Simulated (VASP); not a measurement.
Wanted: the native input for a VASP 6.6.1 run.

| Quantity | Value |
| --- | --- |
| Task | single point |
| Functional | PBE |
| Potentials or basis | VASP PAW PBE potentials, release 64 (Bi_d) |
| Cutoff | 520 eV |
| k mesh | 4 × 4 × 4 |
| Occupations | gaussian, width 0.1 eV |
| Spin | no spin polarisation |
| Dipole correction | no |
| Further INCAR settings | ALGO = Fast; EDIFF = 1e-06; NBANDS = 70 |

The structure of Bi lies in POSCAR:

```
Bi
1.0
   -4.1289894600      4.1289894600      4.1289894600
    4.1289894600     -4.1289894600      4.1289894600
    4.1289894600      4.1289894600     -4.1289894600
Bi
8
Direct
    0.2060000000      0.2060000000      0.2060000000
    0.5000000000      0.0000000000      0.2940000000
    0.2940000000      0.5000000000      0.0000000000
    0.0000000000      0.2940000000      0.5000000000
    0.7940000000      0.7940000000      0.7940000000
    0.5000000000      0.0000000000      0.7060000000
    0.7060000000      0.5000000000      0.0000000000
    0.0000000000      0.7060000000      0.5000000000
```

These files were run (other wordings do the same):

INCAR

```
PREC = Accurate
ENCUT = 520
EDIFF = 1E-6
ISMEAR = 0
SIGMA = 0.1
LREAL = F
LASPH = T
NELM = 80
ALGO = Fast
ISIF = 2
LWAVE = F
LCHARG = F
GGA = PE
NBANDS = 70
```

KPOINTS

```
regular mesh
0
Gamma
  4 4 4
```

Potentials or basis: VASP PAW PBE potentials, release 64 (Bi_d).

Run with:

```console
$ cat potpaw_PBE.64/Bi_d/POTCAR > POTCAR
$ mpirun -np 1 vasp_std > vasp.out
```

Results of the run:

```yaml
Pressure: 9.5 GPa
Largest_force: 0.439 eV/Å
Band_gap_on_the_k_mesh: zero (band 60 reaches 7.44 eV, above the bottom of band 61 at 6.60 eV)
```

Caveat: spin-orbit coupling is left out, which moves the levels of the heavy elements.

Run time: 4.9 min on 1 thread of AMD EPYC 7R13 Processor (Zen 3) (shared host), peak memory 0.4 GiB.
